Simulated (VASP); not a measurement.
# Ti3O in VASP: a series of runs, part 2 of 2

VASP 6.6.1. Earlier steps stand in the parts before.

## (3) Single point, r2SCAN

POSCAR

```
Ti3O
1.0
    2.9357969426      0.0000000000      0.0000000000
   -1.4678984713      2.5424747326      0.0000000000
    0.0000000000      0.0000000000     23.6361929063
Ti O
3 1
Direct
    0.3333333333      0.6666666666      0.3596179822
    0.6666666667      0.3333333334      0.4531964183
    0.3333333333      0.6666666666      0.5467425953
    0.8333333333      0.9166666666      0.5926167180
```

INCAR.step1

```
SYSTEM = Ti3O
ALGO = Normal
DIPOL = 0.5 0.5 0.488
EDIFF = 1E-4
ENCUT = 520
GGA = PE
IDIPOL = 3
ISMEAR = 0
LASPH = .True.
LCHARG = .False.
LDIPOL = .True.
LREAL = .False.
LWAVE = .True.
NBANDS = 29
NELM = 60
PREC = Accurate
SIGMA = 0.1
```

INCAR.step2

```
SYSTEM = Ti3O
ALGO = Normal
DIPOL = 0.5 0.5 0.488
EDIFF = 1E-7
ENCUT = 520
IDIPOL = 3
ISIF = 2
ISMEAR = 0
ISTART = 1
LASPH = .True.
LCHARG = .False.
LDIPOL = .True.
LMIXTAU = .True.
LREAL = .False.
LWAVE = .False.
METAGGA = R2SCAN
NBANDS = 29
NELM = 60
PREC = Accurate
SIGMA = 0.1
```

KPOINTS

```
k-points
0
Gamma
  12 12 1
  0 0 0
```

Potentials or basis: VASP PAW PBE potentials, release 64 (Ti_sv, O).

On the command line:

```
> cat potpaw_PBE.64/Ti_sv/POTCAR potpaw_PBE.64/O/POTCAR > POTCAR
> cp INCAR.step1 INCAR
> mpirun -np 1 vasp_std > vasp.out
> cp INCAR.step2 INCAR
> mpirun -np 1 vasp_std > vasp.out
```

OUTCAR:

```text
SYSTEM = Ti3O
   EDIFF = 1E-7
   ENCUT = 520
   ISIF = 2
   ISMEAR = 0
   ISTART = 1
   LASPH = .True.
   LREAL = .False.
   METAGGA = R2SCAN
   NELM = 60
   PREC = Accurate

 ion  position               nearest neighbor table
   1  0.333  0.667  0.360-   2 2.79   2 2.79   2 2.79
   2  0.667  0.333  0.453-   3 2.79   3 2.79   3 2.79   1 2.79   1 2.79   1 2.79
   3  0.333  0.667  0.547-   4 1.67   4 2.22   4 2.22   2 2.79   2 2.79   2 2.79
   4  0.833  0.917  0.593-   3 1.67   3 2.22   3 2.22

  LATTYP: Found a hexagonal cell.
 ALAT       =     2.9357969426
 C/A-ratio  =     8.0510312424

  Lattice vectors:

 A1 = (   2.9357969426,   0.0000000000,   0.0000000000)
 A2 = (  -1.4678984713,   2.5424747326,   0.0000000000)
 A3 = (   0.0000000000,   0.0000000000,  23.6361929063)

Analysis of symmetry for initial positions (statically):
=====================================================================
 Subroutine PRICEL returns:
 Original cell was already a primitive cell.

 Routine SETGRP: Setting up the symmetry group for a
 hexagonal supercell.

[... 177 lines left out ...]
 fundamental gap:      0.0177389312
 Fermi energy:        -1.1508146979

 k-point     1 :       0.0000    0.0000    0.0000
  band No.  band energies     occupation
      1     -60.4971      2.00000
      2     -60.4402      2.00000
      3     -59.9738      2.00000
      4     -36.0387      2.00000
      5     -35.8019      2.00000
      6     -35.5344      2.00000
[... 757 lines left out ...]
     28       1.8894      0.00000
     29       2.1813      0.00000

 [... further k-points ...]

------------------------ aborting loop because EDIFF is reached ----------------------------------------

 vacuum level on the upper side and lower side of the slab       (xc-potential included)         1.018        -1.040

  FORCE on cell =-STRESS in cart. coord.  units (eV):
  Direction    XX          YY          ZZ          XY          YZ          ZX
  --------------------------------------------------------------------------------------
  -------------------------------------------------------------------------------------
  Total        3.4431650      1.1801280      3.2908497      1.9598476      2.0057741      3.4739501
  in kB       31.2685851     10.7171546     29.8853565     17.7980609     18.2151356     31.5481558
  external PRESSURE =      23.9570321 kB  Pullay stress =       0.0000000 kB

 VOLUME and BASIS-vectors are now :
 -----------------------------------------------------------------------------
  energy-cutoff  :      520.00
  volume of cell :      176.43
      direct lattice vectors                 reciprocal lattice vectors
     2.935796943  0.000000000  0.000000000     0.340623013  0.196658788  0.000000000
    -1.467898471  2.542474733  0.000000000     0.000000000  0.393317576  0.000000000
     0.000000000  0.000000000 23.636192906     0.000000000  0.000000000  0.042307998

 POSITION                                       TOTAL-FORCE (eV/Angst)
 -----------------------------------------------------------------------------------
     -0.00000      1.69498      8.50000        -0.017413     -0.010054      0.108547
      1.46790      0.84749     10.71184        -0.005620     -0.003245     -1.601493
     -0.00000      1.69498     12.92291        -3.098346     -1.788831      1.244827
      1.10092      2.33060     14.00720         3.121379      1.802129      0.248119
 -----------------------------------------------------------------------------------
    total drift:                                0.000137      0.000079     -0.002220

  FREE ENERGIE OF THE ION-ELECTRON SYSTEM (eV)
  ---------------------------------------------------
  free  energy   TOTEN  =       -47.5252694896 eV

  energy  without entropy=      -47.4963605239  energy(sigma->0) =      -47.51081501

 vacuum level on the upper side and lower side of the slab         5.509         3.405
```

OUTCAR.step1:

```text
SYSTEM = Ti3O
   EDIFF = 1E-4
   ENCUT = 520
   GGA = PE
   ISMEAR = 0
   LASPH = .True.
   LREAL = .False.
   NELM = 60
[... 1003 lines left out ...]
     -0.00000      1.69498     12.92291        -3.040196     -1.755258      0.871174
      1.10092      2.33060     14.00720         3.054815      1.763698      0.525003
 -----------------------------------------------------------------------------------
    total drift:                               -0.000514     -0.000297     -0.007365

  FREE ENERGIE OF THE ION-ELECTRON SYSTEM (eV)
  ---------------------------------------------------
  free  energy   TOTEN  =       -31.0169572073 eV

  energy  without entropy=      -30.9869931416  energy(sigma->0) =      -31.00197517

 vacuum level on the upper side and lower side of the slab         5.407         3.077
```

OSZICAR.step1:

```text
N       E                     dE             d eps       ncg     rms          rms(c)
DAV:   1     0.509206549729E+03    0.50921E+03   -0.22667E+04  2846   0.141E+03
DAV:   2     0.435197023213E+02   -0.46569E+03   -0.45398E+03  2727   0.444E+02
DAV:   3    -0.283497184112E+02   -0.71869E+02   -0.70798E+02  4437   0.150E+02
[... 14 lines left out ...]
DAV:  18    -0.310163019950E+02   -0.12779E-03   -0.11815E-03  3189   0.240E-01    0.337E-02
DAV:  19    -0.310166090506E+02   -0.30706E-03   -0.36902E-04  2574   0.150E-01    0.492E-02
DAV:  20    -0.310167668430E+02   -0.15779E-03   -0.16880E-04  1860   0.102E-01    0.236E-02
DAV:  21    -0.310168977284E+02   -0.13089E-03   -0.72272E-05  1686   0.542E-02    0.107E-02
DAV:  22    -0.310169572073E+02   -0.59479E-04   -0.22387E-05  1556   0.351E-02
   1 F= -.31016957E+02 E0= -.31001975E+02  d E =-.299641E-01
```

Wall time 20 min (1 thread of AMD EPYC 9R45 (Zen 5), shared host); peak memory 0.42 GiB.

Results:

* Free energy: -47.5253 eV
* Largest force: 3.788 eV/Å
* Band gap on the k mesh: zero (band 21 reaches -0.34 eV, above the bottom of band 22 at -1.47 eV)

Forces on the atoms (eV/Å):
```
Ti  -0.017 -0.010  0.109
Ti  -0.006 -0.003 -1.601
Ti  -3.098 -1.789  1.245
O    3.121  1.802  0.248
```

Levels at points of the mesh, in eV from the Fermi level:
| k point | band 17 | band 18 | band 19 | band 20 | band 21 | band 22 | band 23 | band 24 | band 25 | band 26 |
| --- | --- | --- | --- | --- | --- | --- | --- | --- | --- | --- |
| (0.00, 0.00, 0.00) | -3.99 | -3.66 | -0.98 | 0.06 | 0.81 | 0.81 | 0.88 | 0.92 | 1.06 | 1.55 |
| (0.50, 0.00, 0.00) | -2.50 | -2.26 | -1.60 | -0.86 | -0.60 | 0.24 | 1.01 | 1.13 | 1.42 | 2.38 |
| (0.00, 0.50, 0.00) | -2.46 | -2.30 | -1.52 | -0.99 | 0.03 | 0.64 | 1.06 | 1.35 | 2.11 | 2.63 |

Caveat: the PAW data sets were made with another functional, which shifts forces and pressure a little.

## (4) Single point, r2SCAN

POSCAR, as its differences from that of step 3:

```diff
@@ -11,2 +11,2 @@
     0.3333333333      0.6666666666      0.5467425953
-    0.8333333333      0.9166666666      0.5926167180
+    0.3333333333      1.1666666667      0.6039702046
```

INCAR.step1

```
PREC     = Accurate       # precision mode
ENCUT    = 520            # plane-wave cutoff, eV
ISMEAR   = 0              # smearing method
SIGMA    = 0.1            # smearing width, eV
LREAL    = F              # projectors in reciprocal space
LASPH    = T              # aspherical terms in the spheres
NELM     = 80             # most SCF steps
LDIPOL   = T            
IDIPOL   = 3            
DIPOL    = 0.5 0.5 0.491
NBANDS   = 29             # bands
GGA      = PE             # functional
ALGO     = Normal         # electronic algorithm
EDIFF    = 1E-4           # SCF threshold, eV
LWAVE    = T              # write WAVECAR
LCHARG   = F              # write CHGCAR
```

INCAR.step2

```
PREC     = Accurate       # precision mode
ENCUT    = 520            # plane-wave cutoff, eV
EDIFF    = 1E-7           # SCF threshold, eV
ISMEAR   = 0              # smearing method
SIGMA    = 0.1            # smearing width, eV
LREAL    = F              # projectors in reciprocal space
LASPH    = T              # aspherical terms in the spheres
NELM     = 80             # most SCF steps
ALGO     = Normal         # electronic algorithm
ISIF     = 2              # what is computed and relaxed
LWAVE    = F              # write WAVECAR
LCHARG   = F              # write CHGCAR
LDIPOL   = T            
IDIPOL   = 3            
DIPOL    = 0.5 0.5 0.491
METAGGA  = R2SCAN         # meta-GGA
LMIXTAU  = T            
NBANDS   = 29             # bands
ISTART   = 1
```

KPOINTS

```
regular mesh
0
Gamma
  12 12 1
```

On the command line:

```
> cat potpaw_PBE.64/Ti_sv/POTCAR potpaw_PBE.64/O/POTCAR > POTCAR
> cp INCAR.step1 INCAR
> mpirun -np 1 vasp_std > vasp.out
> cp INCAR.step2 INCAR
> mpirun -np 1 vasp_std > vasp.out
```

Run time: 21 min. Hardware: 1 thread of AMD EPYC 9R45 (Zen 5), shared host; peak memory 0.42 GiB.

Results (log left out):

```yaml
Free_energy: -46.8492 eV
Largest_force: 5.928 eV/Å
Band_gap_on_the_k_mesh: zero (band 21 reaches -1.06 eV, above the bottom of band 22 at -1.95 eV)
```

Forces in eV/Å, atoms in the order of the input:
```
Ti  -0.017 -0.010  0.087
Ti  -0.100 -0.058 -1.223
Ti   0.254  0.147  5.921
O   -0.136 -0.079 -4.784
```

Levels at points of the mesh, in eV from the Fermi level:
```tsv
k point	band 19	band 20	band 21	band 22	band 23	band 24
(0.00, 0.00, 0.00)	-1.11	0.00	0.71	0.71	0.81	0.85
(0.50, 0.00, 0.00)	-1.54	-1.05	0.16	0.74	1.05	1.32
(0.00, 0.50, 0.00)	-1.55	-0.93	-0.14	0.40	0.84	1.39
```

Caveat: the PAW data sets were made with another functional, which shifts forces and pressure a little.
